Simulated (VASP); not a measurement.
N, 4 atoms in the cell. It takes space group P6_3/mmc (No. 194, hexagonal). Conventional cell: a = 4.167 Å, b = 4.167 Å, c = 7.006 Å, α = 90.00°, β = 90.00°, γ = 120.00°. Within 1.5 Å of N (site symmetry 3m) lie 1 N at 1.11 Å. 

| Property | Result |
| --- | --- |
| Program | VASP 6.6.1 |
| Task | single point |
| Functional | r2SCAN |
| Potentials or basis | VASP PAW PBE potentials, release 64 (N) |
| Cutoff | 520 eV |
| k mesh | 4 × 4 × 2 |
| Occupations | fermi-dirac, width 0.05 eV |
| Spin | no spin polarisation |
| Dipole correction | no |
| Further INCAR settings | ALGO = Normal; EDIFF = 1e-07; NBANDS = 18 |

Potentials or basis: VASP PAW PBE potentials, release 64 (N).

The run is started by

```sh
$ cat potpaw_PBE.64/N/POTCAR > POTCAR
$ cp INCAR.step1 INCAR
$ mpirun -np 1 vasp_std > vasp.out
$ cp INCAR.step2 INCAR
$ mpirun -np 1 vasp_std > vasp.out
```

Hardware: 1 thread of Intel(R) Xeon(R) Platinum 8259CL CPU @ 2.50GHz (Skylake/Cascade Lake), on a shared host.

Task: How long does it take, and how much memory?

Result: It took 54 s on 1 thread of Intel(R) Xeon(R) Platinum 8259CL CPU @ 2.50GHz (Skylake/Cascade Lake), with other jobs on the host, peak memory 0.23 GiB. Counts: k points 8.
